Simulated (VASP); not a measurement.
Write the native input for VASP 6.6.1 that does the following.

* Task: single point
* Functional: revPBE
* Dispersion: D3(BJ)
* Potentials or basis: VASP PAW PBE potentials, release 64 (Sn_d, Se)
* Cutoff: 520 eV
* k mesh: 3 × 6 × 6
* Occupations: fermi-dirac, width 0.05 eV
* Spin: no spin polarisation
* Dipole correction: no
* Further INCAR settings: ALGO = Normal; EDIFF = 1e-06; NBANDS = 50

The structure of SnSe lies in POSCAR:

```
SnSe
1.0
   11.3976283766      0.0000000000      0.0000000000
    0.0000000000      4.1509283968      0.0000000000
    0.0000000000      0.0000000000      4.3353926981
Sn Se
4 4
Direct
    0.8833310514      0.7500000000      0.9137111434
    0.6166689486      0.2500000000      0.4137111434
    0.3833310514      0.7500000000      0.5862888566
    0.1166689486      0.2500000000      0.0862888566
    0.6425973674      0.7500000000      0.9797261329
    0.8574026326      0.2500000000      0.4797261329
    0.1425973674      0.7500000000      0.5202738671
    0.3574026326      0.2500000000      0.0202738671
```

The input as run:

INCAR

```
  PREC = Accurate
  ENCUT = 520
  EDIFF = 1E-6
  ISMEAR = -1
  SIGMA = 0.05
  LREAL = False
  LASPH = True
  NELM = 80
  ALGO = Normal
  ISIF = 2
  LWAVE = False
  LCHARG = False
  GGA = RE
  IVDW = 12
  NBANDS = 50
```

KPOINTS

```
Automatic mesh
0
Gamma
  3 6 6
```

Potentials or basis: VASP PAW PBE potentials, release 64 (Sn_d, Se).

Launch:

```sh
$ cat potpaw_PBE.64/Sn_d/POTCAR potpaw_PBE.64/Se/POTCAR > POTCAR
$ mpirun -np 1 vasp_std > vasp.out
```

It gave:

- Pressure: 0.0 GPa
- Largest force: 0.019 eV/Å
- Band gap on the k mesh: 0.46 eV (least direct gap 0.56 eV)
- Dispersion energy per atom: -0.718 eV

Caveat: semilocal functionals underestimate gaps, and a narrow one can read as zero; the PAW data sets were made with another functional, which shifts forces and pressure a little; spin-orbit coupling is left out, which moves the levels of the heavy elements.

It took 5.8 min on 1 thread of Oxide Virtual Turin-like Processor, on a shared host, peak memory 0.4 GiB.
